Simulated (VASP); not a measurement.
# Ag2IBr: single point with r2SCAN

Ag2IBr:

```
Br Ag I
1.0
     4.24079    0.00000    0.00000
     0.00000    4.24079    0.00000
     0.00000    0.00000    5.90564
Br Ag I
1 2 1
Direct
  0.00000 0.00000 0.00000
  0.00000 0.00000 0.50000
  0.50000 0.50000 0.00000
  0.50000 0.50000 0.50000
```

```json
{
 "Program": "VASP 6.6.1",
 "Task": "single point",
 "Functional": "r2SCAN",
 "Potentials or basis": "VASP PAW PBE potentials, release 64 (Br, Ag, I)",
 "Cutoff": "520 eV",
 "k mesh": "6 × 6 × 4",
 "Occupations": "gaussian, width 0.01 eV",
 "Spin": "no spin polarisation",
 "Dipole correction": "no",
 "Further INCAR settings": "ALGO = Normal; EDIFF = 1e-06; NBANDS = 26"
}
```

The pressure is -0.1 GPa. The band gap on the k mesh is 1.03 eV (least direct gap 2.94 eV).

Levels at points of the mesh, in eV from the valence-band top:
| k point | band 15 | band 16 | band 17 | band 18 | band 19 | band 20 | band 21 | band 22 |
| --- | --- | --- | --- | --- | --- | --- | --- | --- |
| (0.00, 0.00, 0.00) | -2.77 | -1.99 | -1.89 | -1.89 | 1.06 | 1.45 | 6.20 | 9.11 |
| (0.50, 0.00, 0.00) | -2.37 | -2.23 | -0.80 | -0.16 | 4.25 | 5.01 | 5.03 | 5.50 |
| (0.50, 0.50, 0.00) | -2.85 | -2.82 | -2.78 | -2.71 | 1.03 | 1.66 | 6.35 | 6.35 |
| (0.00, 0.00, 0.50) | -1.97 | -1.91 | -1.88 | -1.88 | 3.09 | 3.68 | 6.48 | 6.65 |
| (0.50, 0.00, 0.50) | -0.71 | -0.45 | -0.17 | 0.00 | 3.39 | 4.14 | 5.96 | 6.01 |
| (0.50, 0.50, 0.50) | -2.64 | -2.64 | -2.15 | -1.73 | 3.01 | 4.34 | 6.75 | 6.75 |

Run time: 92 s on 1 thread of Intel(R) Xeon(R) 6975P-C (Granite Rapids), with other jobs on the host, peak memory 0.28 GiB.

Caveat: the PAW data sets were made with another functional, which shifts forces and pressure a little; spin-orbit coupling is left out, which moves the levels of the heavy elements. A k mesh can miss the band edges.
